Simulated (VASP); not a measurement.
# MgO2 (R-3m) in VASP: notebook

The runs below take MgO2 through single point, relaxation of cell and atoms, with r2SCAN.

Program: VASP 6.6.1. These are calculated values, not measurements. Logs are shortened: lines on timing, memory, paths and dates and some standing lists are left out, and cuts for length are marked.

### Step 1. The cell of the first run

It takes space group R-3m (No. 166, trigonal). Conventional cell: a = 3.158 Å, b = 3.158 Å, c = 10.378 Å, α = 90.00°, β = 90.00°, γ = 120.00°. Within 2.7 Å of Mg (site symmetry -3m) lie 6 O at 2.08 Å. O (site symmetry 3m) has 1 O at 1.47 Å within 2.0 Å.

### Step 2. Single point, r2SCAN

File POSCAR:

```
MgO2
1.0
    1.5789561221      0.9116107421      3.4593913814
   -1.5789561221      0.9116107421      3.4593913814
    0.0000000000     -1.8232214843      3.4593913814
Mg O
1 2
Direct
    0.0000000000      0.0000000000      0.0000000000
    0.4290871499      0.4290871499      0.4290871499
    0.5709128501      0.5709128501      0.5709128501
```

File INCAR.step1:

```
PREC = Accurate ; ENCUT = 520
ISMEAR = 0 ; SIGMA = 0.1
LREAL = False ; LASPH = True
NELM = 60 ; NBANDS = 14
GGA = PE ; ALGO = Normal
EDIFF = 1E-4 ; LWAVE = True
LCHARG = False
```

File INCAR.step2:

```
PREC = Accurate ; ENCUT = 520
EDIFF = 1E-6 ; ISMEAR = 0
SIGMA = 0.1 ; LREAL = False
LASPH = True ; NELM = 60
ALGO = Normal ; ISIF = 2
LWAVE = False ; LCHARG = False
METAGGA = R2SCAN ; LMIXTAU = True
NBANDS = 14 ; ISTART = 1
```

File KPOINTS:

```
regular mesh
0
Gamma
  6 6 6
```

Potentials or basis: VASP PAW PBE potentials, release 64 (Mg, O).

On the command line:

```console
cat potpaw_PBE.64/Mg/POTCAR potpaw_PBE.64/O/POTCAR > POTCAR
cp INCAR.step1 INCAR
mpirun -np 1 vasp_std > vasp.out
cp INCAR.step2 INCAR
mpirun -np 1 vasp_std > vasp.out
```

OUTCAR:

```text
PREC = Accurate
   ENCUT = 520
   EDIFF = 1E-6
   ISMEAR = 0
   LREAL = False
   LASPH = True
   NELM = 60
   ISIF = 2
   METAGGA = R2SCAN
   ISTART = 1

 ion  position               nearest neighbor table
   1  0.000  0.000  0.000-   3 2.08   2 2.08   3 2.08   3 2.08   2 2.08   2 2.08
   2  0.429  0.429  0.429-   3 1.47   1 2.08   1 2.08   1 2.08
   3  0.571  0.571  0.571-   2 1.47   1 2.08   1 2.08   1 2.08

  LATTYP: Found a trigonal (rhomboedric) cell.
 ALAT       =     3.9104379947
 COS(alpha) =     0.6739236427

  Lattice vectors:

 A1 = (   1.5789561221,   0.9116107421,   3.4593913814)
 A2 = (  -1.5789561221,   0.9116107421,   3.4593913814)
 A3 = (   0.0000000000,  -1.8232214843,   3.4593913814)

Analysis of symmetry for initial positions (statically):
=====================================================================
 Subroutine PRICEL returns:
 Original cell was already a primitive cell.

 Routine SETGRP: Setting up the symmetry group for a
 trigonal (rhombohedral) supercell.

 Subroutine GETGRP returns: Found 12 space group operations
 (whereof 12 operations were pure point group operations)
 out of a pool of 12 trial point group operations.

The static configuration has the point symmetry D_3d.

Analysis of symmetry for dynamics (positions and initial velocities):
=====================================================================
 Subroutine PRICEL returns:
 Original cell was already a primitive cell.

 Routine SETGRP: Setting up the symmetry group for a
 trigonal (rhombohedral) supercell.

 Subroutine GETGRP returns: Found 12 space group operations
 (whereof 12 operations were pure point group operations)
 out of a pool of 12 trial point group operations.

The dynamic configuration has the point symmetry D_3d.

 Subroutine INISYM returns: Found 12 space group operations
 (whereof 12 operations are pure point group operations),
 and found     1 'primitive' translations

----------------------------------------------------------------------------------------

                                     Primitive cell

  volume of cell :      29.8765

  direct lattice vectors                    reciprocal lattice vectors
     1.578956122  0.911610742  3.459391381     0.316664911  0.182826572  0.096356063
    -1.578956122  0.911610742  3.459391381    -0.316664911  0.182826572  0.096356063
     0.000000000 -1.823221484  3.459391381     0.000000000 -0.365653143  0.096356063

  length of vectors
     3.910437995  3.910437995  3.910437995     0.378135838  0.378135838  0.378135838

  position of ions in fractional coordinates (direct lattice)
     0.000000000  0.000000000  0.000000000
     0.429087150  0.429087150  0.429087150
     0.570912850  0.570912850  0.570912850

  ion indices of the primitive-cell ions
   primitive index   ion index
                 1           1
                 2           2
                 3           3

----------------------------------------------------------------------------------------

 KPOINTS: regular mesh

Automatic generation of k-mesh.
 Grid dimensions read from file:
 generate k-points for:    6    6    6

 Generating k-lattice:

  Cartesian coordinates                     Fractional coordinates (reciprocal lattice)
     0.052777485  0.030471095  0.016059344     0.166666667 -0.000000000  0.000000000
    -0.052777485  0.030471095  0.016059344    -0.000000000  0.166666667  0.000000000
     0.000000000 -0.060942191  0.016059344     0.000000000  0.000000000  0.166666667

  Length of vectors
     0.063022640  0.063022640  0.063022640

  Shift w.r.t. Gamma in fractional coordinates (k-lattice)
     0.000000000  0.000000000  0.000000000

 Subroutine IBZKPT returns following result:
 ===========================================

 Found     32 irreducible k-points:

 Following reciprocal coordinates:
            Coordinates               Weight
  0.000000  0.000000  0.000000      1.000000
  0.166667 -0.000000  0.000000      6.000000
  0.333333  0.000000  0.000000      6.000000
  0.500000 -0.000000 -0.000000      3.000000
  0.166667  0.166667  0.000000      6.000000
  0.333333  0.166667 -0.000000     12.000000
[... 16 lines left out ...]
  0.500000  0.500000  0.166667      6.000000
 -0.333333  0.500000  0.166667     12.000000
 [... further k-points ...]
   k-points           NKPTS =     32   k-points in BZ     NKDIM =     32   number of bands    NBANDS=     14
   number of dos      NEDOS =    301   number of ions     NIONS =      3
   total plane-waves  NPLWV =  27000
   dimension x,y,z NGX =    30 NGY =   30 NGZ =   30
   dimension x,y,z NGXF=    60 NGYF=   60 NGZF=   60
   ions per type =               1   2
   NGX,Y,Z   is equivalent  to a cutoff of  12.75, 12.75, 12.75 a.u.
   NGXF,Y,Z  is equivalent  to a cutoff of  25.51, 25.51, 25.51 a.u.
 SYSTEM =  unknown system
   PREC   = accura    normal or accurate (medium, high low for compatibility)
   ISTART =      1    job   : 0-new  1-cont  2-samecut
   ICHARG =      0    charge: 1-file 2-atom 10-const
   ISPIN  =      1    spin polarized calculation?
   LNONCOLLINEAR =      F non collinear calculations
   LSORBIT =      F    spin-orbit coupling
   LASPH  =      T    aspherical Exc in radial PAW
   ENCUT  =  520.0 eV  38.22 Ry    6.18 a.u.   7.27  7.27  7.27*2*pi/ulx,y,z
   NELM   =     60;   NELMIN=  2; NELMDL=  0     # of ELM steps
   EDIFF  = 0.1E-05   stopping-criterion for ELM
   LREAL  =      F    real-space projection
   EDIFFG = 0.1E-04   stopping-criterion for IOM
   NSW    =      0    number of steps for IOM
   IBRION =     -1    ionic relax: 0-MD 1-quasi-New 2-CG
   NFREE  =      0    steps in history (QN), initial steepest desc. (CG)
   ISIF   =      2    stress and relaxation
   ISYM   =      2    0-nonsym 1-usesym 2-fastsym
   POTIM  = 0.5000    time-step for ionic-motion
   TEBEG  =    0.0;   TEEND  =   0.0 temperature during run
   PSTRESS=    0.0 pullay stress
   NELECT =      14.0000    total number of electrons
   NUPDOWN=      -1.0000    fix difference up-down
   EMIN   =  10.00;   EMAX   =-10.00  energy-range for DOS
   EFERMI =   0.00;   METHOD = LEGACY
   ISMEAR =     0;   SIGMA  =   0.10  broadening in eV -4-tet -1-fermi 0-gaus
   EFERMI_NEDOS =   21; number of points for ismear=-14 and -15
   IALGO  =     38    algorithm
   IMIX   =      4    mixing-type and parameters
     AMIX     =   0.40;   BMIX     =  1.00
     AMIX_MAG =   1.60;   BMIX_MAG =  1.00
  volume/ion in A,a.u.               =       9.96        67.21
  Fermi-wavevector in a.u.,A,eV,Ry     =   1.271571  2.402921 21.999170  1.616893
  Thomas-Fermi vector in A             =   2.404497
   LORBIT       =      0    0 simple, 1 ext, 2 COOP (PROOUT), +10 PAW based schemes
   METAGGA = R2SCAN    functional components
   LHFCALC =     F    Hartree Fock is set to
   AEXX    =    0.0000 exact exchange contribution
   IVDW    =     0    specifies the selected vdW correction
   LEPSILON=     F    determine dielectric tensor
   LRPA    =     F    only Hartree local field effects (RPA)
 non-spin polarized calculation
 Gauss-broadening in eV      SIGMA  =   0.10
  energy-cutoff  :      520.00
  volume of cell :       29.88
 maximum number of plane-waves:       816
 NGX is ok and might be reduce to    30
   NGX = 15   NGY = 15   NGZ = 15

 number of electron      14.0000002 magnetization

 Free energy of the ion-electron system (eV)
  ---------------------------------------------------
  ext. energy  EPLUGINS =         0.00000000
  ---------------------------------------------------
  free energy    TOTEN  =       -21.57312461 eV

  energy without entropy =      -21.57312461  energy(sigma->0) =      -21.57312461

 E-fermi :   3.1091     XC(G=0): -10.9663

 val. band max:        2.6014830736   @ k =   0.5000   0.5000   0.5000
 cond. band min:       5.7407593454   @ k =   0.5000   0.5000   0.5000
 fundamental gap:      3.1392762717
 Fermi energy:         3.1090592227

 k-point     1 :       0.0000    0.0000    0.0000
  band No.  band energies     occupation
      1     -20.0666      2.00000
      2     -12.8605      2.00000
      3      -5.2665      2.00000
      4      -0.9854      2.00000
      5      -0.9854      2.00000
      6       1.7348      2.00000
      7       1.7348      2.00000
      8       8.0956      0.00000
      9       8.4251      0.00000
     10      16.0551      0.00000
     11      18.0411      0.00000
     12      18.6282      0.00000
     13      18.6282      0.00000
     14      20.8397      0.00000

 k-point     2 :       0.1667   -0.0000    0.0000
  band No.  band energies     occupation
      1     -19.9404      2.00000
      2     -12.9368      2.00000
      3      -5.0694      2.00000
      4      -1.7060      2.00000
      5      -1.0822      2.00000
      6       1.5621      2.00000
      7       1.6182      2.00000
      8       8.2387      0.00000
      9       9.2672      0.00000
     10      16.1273      0.00000
     11      16.6634      0.00000
     12      18.4067      0.00000
     13      19.4472      0.00000
     14      19.7406      0.00000

 k-point     3 :       0.3333    0.0000    0.0000
  band No.  band energies     occupation
      1     -19.6740      2.00000
      2     -13.0915      2.00000
      3      -4.6328      2.00000
      4      -3.0026      2.00000
      5      -1.2670      2.00000
      6       1.3921      2.00000
      7       1.3926      2.00000
      8       7.9436      0.00000
      9      11.2368      0.00000
     10      14.7311      0.00000
     11      16.4739      0.00000
     12      18.1782      0.00000
     13      19.0285      0.00000
     14      21.3504      0.00000
[... 324 lines left out ...]
 k-point    23 :       0.5000    0.5000    0.1667
  band No.  band energies     occupation
      1     -19.4502      2.00000
      2     -13.8556      2.00000
      3      -3.3763      2.00000
      4      -2.6256      2.00000
      5      -1.9192      2.00000
      6       0.7931      2.00000
      7       2.4754      2.00000
      8       6.7765      0.00000
      9      11.0761      0.00000
     10      14.4877      0.00000
     11      15.3886      0.00000
     12      17.8430      0.00000
     13      19.7653      0.00000
     14      23.7165      0.00000

 k-point    24 :      -0.3333    0.5000    0.1667
  band No.  band energies     occupation
      1     -19.4026      2.00000
      2     -13.6316      2.00000
      3      -3.7701      2.00000
      4      -2.5994      2.00000
      5      -2.2969      2.00000
      6       0.4956      2.00000
      7       2.1135      2.00000
      8       7.1016      0.00000
      9      12.3693      0.00000
     10      14.2181      0.00000
     11      16.3017      0.00000
     12      17.3411      0.00000
     13      19.6609      0.00000
     14      21.8622      0.00000

 [... further k-points ...]
[... 5 lines left out ...]
  --------------------------------------------------------------------------------------
  -------------------------------------------------------------------------------------
  Total       -0.2170673     -0.2170673      0.3068711      0.0000000     -0.0000000      0.0000000
  in kB      -11.6405803    -11.6405803     16.4564484      0.0000000     -0.0000000      0.0000000
  external PRESSURE =      -2.2749040 kB  Pullay stress =       0.0000000 kB

 VOLUME and BASIS-vectors are now :
 -----------------------------------------------------------------------------
  energy-cutoff  :      520.00
  volume of cell :       29.88
      direct lattice vectors                 reciprocal lattice vectors
     1.578956122  0.911610742  3.459391381     0.316664911  0.182826572  0.096356063
    -1.578956122  0.911610742  3.459391381    -0.316664911  0.182826572  0.096356063
     0.000000000 -1.823221484  3.459391381     0.000000000 -0.365653143  0.096356063

 POSITION                                       TOTAL-FORCE (eV/Angst)
 -----------------------------------------------------------------------------------
      0.00000      0.00000      0.00000         0.000000      0.000000      0.000000
      0.00000     -0.00000      4.45314         0.000000      0.000000     -0.300450
      0.00000     -0.00000      5.92503         0.000000     -0.000000      0.300450
 -----------------------------------------------------------------------------------
    total drift:                               -0.000000      0.000000      0.000000

  FREE ENERGIE OF THE ION-ELECTRON SYSTEM (eV)
  ---------------------------------------------------
  free  energy   TOTEN  =       -21.5731246122 eV

  energy  without entropy=      -21.5731246122  energy(sigma->0) =      -21.57312461
```

Wall time 34 s (1 thread of Intel Xeon 6975P-C (Granite Rapids), shared host); peak memory 0.17 GiB.

What came out:

```yaml
Free_energy: -21.5731 eV
Pressure: -0.2 GPa
Largest_force: 0.300 eV/Å
Band_gap_on_the_k_mesh: 3.14 eV, direct
```

Forces on the atoms (eV/Å):
```
Mg   0.000  0.000  0.000
O    0.000  0.000 -0.300
O    0.000  0.000  0.300
```

Stress tensor (GPa, compression positive):
```
-1.16  0.00  0.00
 0.00 -1.16  0.00
 0.00  0.00  1.65
```

Caveat: the PAW data sets were made with another functional, which shifts forces and pressure a little. r2SCAN opens gaps a little over a GGA but as a rule still falls short of measured ones.

(Part 1 of 2 ends here.)
